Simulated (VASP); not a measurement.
# TlIn in VASP: notebook

The runs below take TlIn through single point, with PBEsol+D3(BJ).

All numbers are computed with VASP 6.6.1; they aren't measurements. Logs are shortened: lines on timing, memory, paths and dates and some standing lists are left out, and cuts for length are marked.

## (1) The cell of the first run

The cell holds a slab with vacuum, 4 atoms: a = 3.413 Å, b = 3.413 Å, c = 24.363 Å, α = 90.00°, β = 90.00°, γ = 120.00°.

## (2) Single point, PBEsol+D3(BJ)

Input file INCAR:

```
  ALGO = Normal
  DIPOL = 0.5 0.5 0.500
  EDIFF = 1E-6
  ENCUT = 520
  GGA = PS
  IDIPOL = 3
  ISIF = 2
  ISMEAR = 1
  IVDW = 12
  LASPH = True
  LCHARG = True
  LDIPOL = True
  LELF = True
  LREAL = False
  LVACPOTAV = True
  LVHAR = True
  LWAVE = False
  NBANDS = 34
  NELM = 60
  PREC = Accurate
  SIGMA = 0.3
```

Input file KPOINTS:

```
k-points
0
Gamma
  6 6 1
```

Input file POSCAR:

```
TlIn
1.0
    3.4127900000      0.0000000000      0.0000000000
   -1.7063950000      2.9555640000      0.0000000000
    0.0000000000      0.0000000000     24.3631390000
Tl In
2 2
Direct
    0.3333333333      0.6666666667      0.4427883041
    0.0000000000      0.0000000000      0.6716350877
    0.0000000000      0.0000000000      0.3283649123
    0.6666666667      0.3333333333      0.5572116959
```

Potentials or basis: VASP PAW PBE potentials, release 64 (Tl_d, In_d).

Command:

```bash
> cat potpaw_PBE.64/Tl_d/POTCAR potpaw_PBE.64/In_d/POTCAR > POTCAR
> mpirun -np 1 vasp_std > vasp.out
```

OUTCAR:

```text
EDIFF = 1E-6
   ENCUT = 520
   GGA = PS
   ISIF = 2
   ISMEAR = 1
   IVDW = 12
   LASPH = True
   LREAL = False
   NELM = 60
   PREC = Accurate
 IVDW          = 12

 ion  position               nearest neighbor table
   1  0.333  0.667  0.443-   3 3.41   4 3.41   3 3.41   4 3.41   4 3.41   3 3.41
   2  0.000  0.000  0.672-   4 3.41   4 3.41   4 3.41
   3  0.000  0.000  0.328-   1 3.41   1 3.41   1 3.41
   4  0.667  0.333  0.557-   2 3.41   1 3.41   2 3.41   1 3.41   1 3.41   2 3.41

  LATTYP: Found a hexagonal cell.
 ALAT       =     3.4127900000
 C/A-ratio  =     7.1387747268

  Lattice vectors:

 A1 = (   3.4127900000,   0.0000000000,   0.0000000000)
 A2 = (  -1.7063950000,   2.9555640000,   0.0000000000)
 A3 = (   0.0000000000,   0.0000000000,  24.3631390000)

Analysis of symmetry for initial positions (statically):
=====================================================================
 Subroutine PRICEL returns:
 Original cell was already a primitive cell.

 Routine SETGRP: Setting up the symmetry group for a
 hexagonal supercell.

 Subroutine GETGRP returns: Found  6 space group operations
 (whereof  6 operations were pure point group operations)
 out of a pool of 24 trial point group operations.

The static configuration has the point symmetry C_3v.

Analysis of symmetry for dynamics (positions and initial velocities):
=====================================================================
 Subroutine PRICEL returns:
 Original cell was already a primitive cell.

 Routine SETGRP: Setting up the symmetry group for a
 hexagonal supercell.

 Subroutine GETGRP returns: Found  6 space group operations
 (whereof  6 operations were pure point group operations)
 out of a pool of 24 trial point group operations.

The dynamic configuration has the point symmetry C_3v.

 Subroutine INISYM returns: Found  6 space group operations
 (whereof  6 operations are pure point group operations),
 and found     1 'primitive' translations

----------------------------------------------------------------------------------------

                                     Primitive cell

  volume of cell :     245.7441

  direct lattice vectors                    reciprocal lattice vectors
     3.412790000  0.000000000  0.000000000     0.293015392  0.169172449  0.000000000
    -1.706395000  2.955564000  0.000000000     0.000000000  0.338344898  0.000000000
     0.000000000  0.000000000 24.363139000     0.000000000  0.000000000  0.041045614

  length of vectors
     3.412790000  3.412791007 24.363139000     0.338344998  0.338344898  0.041045614

  position of ions in fractional coordinates (direct lattice)
     0.333333333  0.666666667  0.442788304
     0.000000000  0.000000000  0.671635088
     0.000000000  0.000000000  0.328364912
     0.666666667  0.333333333  0.557211696

  ion indices of the primitive-cell ions
   primitive index   ion index
                 1           1
                 2           2
                 3           3
                 4           4

----------------------------------------------------------------------------------------

 KPOINTS: k-points

Automatic generation of k-mesh.
 Grid dimensions read from file:
 generate k-points for:    6    6    1

 Generating k-lattice:

  Cartesian coordinates                     Fractional coordinates (reciprocal lattice)
     0.048835899  0.028195408  0.000000000     0.166666667  0.000000000  0.000000000
     0.000000000  0.056390816  0.000000000     0.000000000  0.166666667  0.000000000
     0.000000000  0.000000000  0.041045614     0.000000000  0.000000000  1.000000000

  Length of vectors
     0.056390833  0.056390816  0.041045614

  Shift w.r.t. Gamma in fractional coordinates (k-lattice)
     0.000000000  0.000000000  0.000000000

 Subroutine IBZKPT returns following result:
 ===========================================

 Found      7 irreducible k-points:

 Following reciprocal coordinates:
            Coordinates               Weight
  0.000000  0.000000  0.000000      1.000000
  0.166667 -0.000000  0.000000      6.000000
  0.333333 -0.000000  0.000000      6.000000
  0.500000 -0.000000  0.000000      3.000000
  0.166667  0.166667  0.000000      6.000000
  0.333333  0.166667  0.000000     12.000000
  0.333333  0.333333  0.000000      2.000000
   k-points           NKPTS =      7   k-points in BZ     NKDIM =      7   number of bands    NBANDS=     34
   number of dos      NEDOS =    301   number of ions     NIONS =      4
   total plane-waves  NPLWV = 150528
   dimension x,y,z NGX =    28 NGY =   28 NGZ =  192
   dimension x,y,z NGXF=    56 NGYF=   56 NGZF=  384
   ions per type =               2   2
   NGX,Y,Z   is equivalent  to a cutoff of  13.64, 13.64, 13.10 a.u.
   NGXF,Y,Z  is equivalent  to a cutoff of  27.28, 27.28, 26.20 a.u.
 SYSTEM =  unknown system
   PREC   = accura    normal or accurate (medium, high low for compatibility)
   ISTART =      0    job   : 0-new  1-cont  2-samecut
   ICHARG =      2    charge: 1-file 2-atom 10-const
   ISPIN  =      1    spin polarized calculation?
   LNONCOLLINEAR =      F non collinear calculations
   LSORBIT =      F    spin-orbit coupling
   LASPH  =      T    aspherical Exc in radial PAW
   ENCUT  =  520.0 eV  38.22 Ry    6.18 a.u.   6.35  6.35 45.30*2*pi/ulx,y,z
   NELM   =     60;   NELMIN=  2; NELMDL= -5     # of ELM steps
   EDIFF  = 0.1E-05   stopping-criterion for ELM
   LREAL  =      F    real-space projection
   EDIFFG = 0.1E-04   stopping-criterion for IOM
   NSW    =      0    number of steps for IOM
   IBRION =     -1    ionic relax: 0-MD 1-quasi-New 2-CG
   NFREE  =      0    steps in history (QN), initial steepest desc. (CG)
   ISIF   =      2    stress and relaxation
   ISYM   =      2    0-nonsym 1-usesym 2-fastsym
   POTIM  = 0.5000    time-step for ionic-motion
   TEBEG  =    0.0;   TEEND  =   0.0 temperature during run
   PSTRESS=    0.0 pullay stress
   NELECT =      52.0000    total number of electrons
   NUPDOWN=      -1.0000    fix difference up-down
   EMIN   =  10.00;   EMAX   =-10.00  energy-range for DOS
   EFERMI =   0.00;   METHOD = LEGACY
   ISMEAR =     1;   SIGMA  =   0.30  broadening in eV -4-tet -1-fermi 0-gaus
   EFERMI_NEDOS =   21; number of points for ismear=-14 and -15
   IALGO  =     38    algorithm
   IMIX   =      4    mixing-type and parameters
     AMIX     =   0.40;   BMIX     =  1.00
     AMIX_MAG =   1.60;   BMIX_MAG =  1.00
  volume/ion in A,a.u.               =      61.44       414.59
  Fermi-wavevector in a.u.,A,eV,Ry     =   0.975547  1.843517 12.948556  0.951692
  Thomas-Fermi vector in A             =   2.106095
   LORBIT       =      0    0 simple, 1 ext, 2 COOP (PROOUT), +10 PAW based schemes
   GGA     = PS    functional components
   LHFCALC =     F    Hartree Fock is set to
   AEXX    =    0.0000 exact exchange contribution
   IVDW    =    12    specifies the selected vdW correction
   LEPSILON=     F    determine dielectric tensor
   LRPA    =     F    only Hartree local field effects (RPA)
 non-spin polarized calculation
 Methfessel and Paxton  Order N= 1 SIGMA  =   0.30
  energy-cutoff  :      520.00
  volume of cell :      245.74
 maximum number of plane-waves:      6649
 NGX is ok and might be reduce to    28
   NGX = 13   NGY = 13   NGZ = 91

 dipolmoment           0.000000      0.000000      0.042858 electrons x Angstroem

 number of electron      52.0000004 magnetization

 dipolmoment           0.000000      0.000000     -0.008063 electrons x Angstroem

 Free energy of the ion-electron system (eV)
  ---------------------------------------------------
  ext. energy  EPLUGINS =         0.00000000
  ---------------------------------------------------
  free energy    TOTEN  =       -10.66066258 eV

  energy without entropy =      -10.63006005  energy(sigma->0) =      -10.65046174

 E-fermi :   0.8775     XC(G=0):  -5.2754

 val. band max:        0.8075986459   @ k =   0.3333   0.1667   0.0000
 cond. band min:       0.8872745169   @ k =   0.3333  -0.0000   0.0000
 fundamental gap:      0.0796758710
 Fermi energy:         0.8774968620

 k-point     1 :       0.0000    0.0000    0.0000
  band No.  band energies     occupation
      1     -13.5436      2.00000
      2     -13.4455      2.00000
      3     -13.4455      2.00000
      4     -13.4084      2.00000
      5     -13.3424      2.00000
      6     -13.3424      2.00000
[... 26 lines left out ...]
     33       8.8709      0.00000
     34       9.3571      0.00000

 k-point     2 :       0.1667   -0.0000    0.0000
  band No.  band energies     occupation
      1     -13.5169      2.00000
      2     -13.4474      2.00000
      3     -13.3908      2.00000
      4     -13.3860      2.00000
      5     -13.3788      2.00000
      6     -13.3493      2.00000
[... 26 lines left out ...]
     33       6.8213     -0.00000
     34       7.2625      0.00000

 k-point     3 :       0.3333   -0.0000    0.0000
  band No.  band energies     occupation
      1     -13.5437      2.00000
      2     -13.4523      2.00000
      3     -13.4329      2.00000
      4     -13.3763      2.00000
      5     -13.3658      2.00000
      6     -13.3340      2.00000
[... 26 lines left out ...]
     33       6.3760     -0.00000
     34       6.5757     -0.00000

 k-point     4 :       0.5000   -0.0000    0.0000
  band No.  band energies     occupation
      1     -13.5674      2.00000
      2     -13.4877      2.00000
      3     -13.4589      2.00000
      4     -13.3738      2.00000
      5     -13.3722      2.00000
      6     -13.3332      2.00000
[... 26 lines left out ...]
     33       6.1061     -0.00000
     34       6.5901     -0.00000

 k-point     5 :       0.1667    0.1667    0.0000
  band No.  band energies     occupation
      1     -13.4663      2.00000
      2     -13.4635      2.00000
      3     -13.4269      2.00000
      4     -13.3687      2.00000
      5     -13.3622      2.00000
      6     -13.3358      2.00000
[... 26 lines left out ...]
     33       5.7503     -0.00000
     34       6.1200     -0.00000

 k-point     6 :       0.3333    0.1667    0.0000
  band No.  band energies     occupation
      1     -13.4943      2.00000
      2     -13.4684      2.00000
      3     -13.3933      2.00000
      4     -13.3862      2.00000
      5     -13.3640      2.00000
      6     -13.3504      2.00000
[... 26 lines left out ...]
     33       4.6497     -0.00000
     34       5.4885     -0.00000

 k-point     7 :       0.3333    0.3333    0.0000
  band No.  band energies     occupation
      1     -13.4443      2.00000
      2     -13.4405      2.00000
      3     -13.3745      2.00000
      4     -13.3489      2.00000
      5     -13.3457      2.00000
      6     -13.3238      2.00000
[... 26 lines left out ...]
     33       4.7005     -0.00000
     34       5.5105     -0.00000

------------------------ aborting loop because EDIFF is reached ----------------------------------------

 Edisp (eV)   -1.06034

 E8    (eV) :    -0.7929

  FORCE on cell =-STRESS in cart. coord.  units (eV):
  Direction    XX          YY          ZZ          XY          YZ          ZX
  --------------------------------------------------------------------------------------
  -------------------------------------------------------------------------------------
  Total      -2.95509    -2.95509    -2.34140     0.00000     0.00000    -0.00000
  in kB     -19.26629   -19.26630   -15.26525     0.00000     0.00000    -0.00000
  external pressure =      -17.93 kB  Pullay stress =        0.00 kB

 VOLUME and BASIS-vectors are now :
 -----------------------------------------------------------------------------
  energy-cutoff  :      520.00
  volume of cell :      245.74
      direct lattice vectors                 reciprocal lattice vectors
     3.412790000  0.000000000  0.000000000     0.293015392  0.169172449  0.000000000
    -1.706395000  2.955564000  0.000000000     0.000000000  0.338344898  0.000000000
     0.000000000  0.000000000 24.363139000     0.000000000  0.000000000  0.041045614

 POSITION                                       TOTAL-FORCE (eV/Angst)
 -----------------------------------------------------------------------------------
     -0.00000      1.97038     10.78771         0.000000     -0.000000      0.127602
      0.00000      0.00000     16.36314        -0.000000     -0.000000     -0.200174
      0.00000      0.00000      8.00000        -0.000000      0.000000      0.243491
      1.70640      0.98519     13.57543         0.000000     -0.000000     -0.170919
 -----------------------------------------------------------------------------------
    total drift:                                0.000000      0.000000      0.000499

  FREE ENERGIE OF THE ION-ELECTRON SYSTEM (eV)
  ---------------------------------------------------
  free  energy   TOTEN  =       -11.7210023663 eV

  energy  without entropy=      -11.6903998439  energy(sigma->0) =      -11.71080153

 vacuum level on the upper side and lower side of the slab         4.632         4.776
```

Run time: 96 s. Hardware: 1 thread of Intel Xeon Platinum 8488C (Sapphire Rapids), shared host; peak memory 0.39 GiB.

Results:

```
Free energy                : -11.7210 eV
Largest force              : 0.243 eV/Å
Band gap on the k mesh     : zero (band 26 reaches 2.15 eV, above the bottom of band 27 at 0.08 eV)
Dispersion energy per atom : -0.265 eV
```

Forces in eV/Å, atoms in the order of the input:
```
Tl   0.000  0.000  0.128
Tl   0.000  0.000 -0.200
In   0.000  0.000  0.243
In   0.000  0.000 -0.171
```

Levels at points of the mesh, in eV from the Fermi level:
| k point | band 21 | band 22 | band 23 | band 24 | band 25 | band 26 | band 27 | band 28 | band 29 | band 30 |
| --- | --- | --- | --- | --- | --- | --- | --- | --- | --- | --- |
| (0.00, 0.00, 0.00) | -9.26 | -8.65 | -7.00 | -5.49 | -2.08 | 0.06 | 2.43 | 3.70 | 3.87 | 5.27 |
| (0.50, 0.00, 0.00) | -4.94 | -4.78 | -3.77 | -3.00 | -2.29 | -1.59 | -0.80 | -0.32 | 2.45 | 3.07 |

Caveat: three body term missing; the PAW data sets were made with another functional, which shifts forces and pressure a little; spin-orbit coupling is left out, which moves the levels of the heavy elements.

## (3) Single point, PBEsol+D3(BJ)

Input file INCAR:

```
SYSTEM = TlIn
PREC = Accurate
ENCUT = 520
EDIFF = 1E-6
ISMEAR = 1
SIGMA = 0.3
LREAL = .False.
LASPH = .True.
NELM = 80
ALGO = Normal
ISIF = 2
LWAVE = .False.
LCHARG = .False.
LDIPOL = .True.
IDIPOL = 3
DIPOL = 0.5 0.5 0.500
GGA = PS
IVDW = 12
NBANDS = 34
EFIELD = -0.1
```

Input file KPOINTS:

```
regular mesh
0
Gamma
  6 6 1
  0 0 0
```

POSCAR is that of step 2.

Potentials or basis: VASP PAW PBE potentials, release 64 (Tl_d, In_d).

Command:

```bash
> cat potpaw_PBE.64/Tl_d/POTCAR potpaw_PBE.64/In_d/POTCAR > POTCAR
> mpirun -np 1 vasp_std > vasp.out
```

Run time: 95 s. Hardware: 1 thread of Intel Xeon Platinum 8488C (Sapphire Rapids), shared host; peak memory 0.38 GiB.

It converged, with:

| Quantity | Value |
| --- | --- |
| Free energy | -11.7251 eV |
| Largest force | 0.246 eV/Å |
| Band gap on the k mesh | zero (band 26 reaches 2.14 eV, above the bottom of band 27 at 0.08 eV) |
| Dispersion energy per atom | -0.265 eV |

Forces on the atoms (eV/Å):
```
Tl   0.000  0.000  0.125
Tl   0.000  0.000 -0.197
In   0.000  0.000  0.246
In   0.000  0.000 -0.174
```

Levels at points of the mesh, in eV from the Fermi level:
| k point | band 22 | band 23 | band 24 | band 25 | band 26 | band 27 | band 28 | band 29 |
| --- | --- | --- | --- | --- | --- | --- | --- | --- |
| (0.00, 0.00, 0.00) | -8.65 | -7.00 | -5.49 | -2.08 | 0.06 | 2.43 | 3.57 | 3.96 |
| (0.50, 0.00, 0.00) | -4.78 | -3.77 | -3.00 | -2.29 | -1.59 | -0.80 | -0.32 | 2.45 |

Caveat: three body term missing; the PAW data sets were made with another functional, which shifts forces and pressure a little; spin-orbit coupling is left out, which moves the levels of the heavy elements.
